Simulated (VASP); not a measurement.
Here is a VASP 6.6.1 calculation.

Contents of INCAR:

```
  PREC = Accurate
  ENCUT = 600
  EDIFF = 1E-6
  ISMEAR = -1
  SIGMA = 0.05
  LREAL = F
  LASPH = T
  NELM = 100
  ALGO = Normal
  ISIF = 3
  LWAVE = F
  LCHARG = F
  IBRION = 2
  NSW = 80
  EDIFFG = -0.01
```

The input KPOINTS:

```
regular mesh
0
Gamma
  4 4 4
```

File POSCAR:

```
B
1.0
    2.4540015844      1.4168184754      4.1890000000
   -2.4540015844      1.4168184754      4.1890000000
    0.0000000000     -2.8336369507      4.1890000000
B
12
Direct
    0.0104000000      0.6573000000      0.0104000000
    0.0104000000      0.0104000000      0.6573000000
    0.6573000000      0.0104000000      0.0104000000
    0.9896000000      0.3427000000      0.9896000000
    0.3427000000      0.9896000000      0.9896000000
    0.9896000000      0.9896000000      0.3427000000
    0.2206000000      0.6323000000      0.2206000000
    0.2206000000      0.2206000000      0.6323000000
    0.6323000000      0.2206000000      0.2206000000
    0.7794000000      0.3677000000      0.7794000000
    0.3677000000      0.7794000000      0.7794000000
    0.7794000000      0.7794000000      0.3677000000
```

Potentials or basis: VASP PAW LDA potentials, release 64 (B).

The run is started by

```console
$ cat potpaw_LDA.64/B/POTCAR > POTCAR
$ mpirun -np 1 vasp_std > vasp.out
```

Question: Predict the space group after relaxing (to 0.05 Å).

Answer: R-3m (No. 166).

Question: Predict the relaxed volume.

Answer: 7.00 Å³/atom.

Question: Estimate the relaxed cell.

Answer: a = 4.989 Å, b = 4.989 Å, c = 4.989 Å, α = 58.08°, β = 58.08°, γ = 58.08°.

Question: What does it give for the band gap on the k mesh?

Answer: 1.37 eV, indirect (least direct gap 1.74 eV).

Forces on the atoms (eV/Å):
```
B    0.001  0.000 -0.006
B    0.000  0.001 -0.006
B   -0.001  0.000 -0.006
B   -0.001  0.000  0.006
B    0.001  0.000  0.006
B    0.000 -0.001  0.006
B   -0.001  0.000 -0.001
B    0.000 -0.001 -0.001
B    0.001  0.000 -0.001
B    0.001  0.000  0.001
B   -0.001  0.000  0.001
B    0.000  0.001  0.001
```

A k mesh can miss the band edges. Zero-point motion and thermal expansion aren't in these numbers.
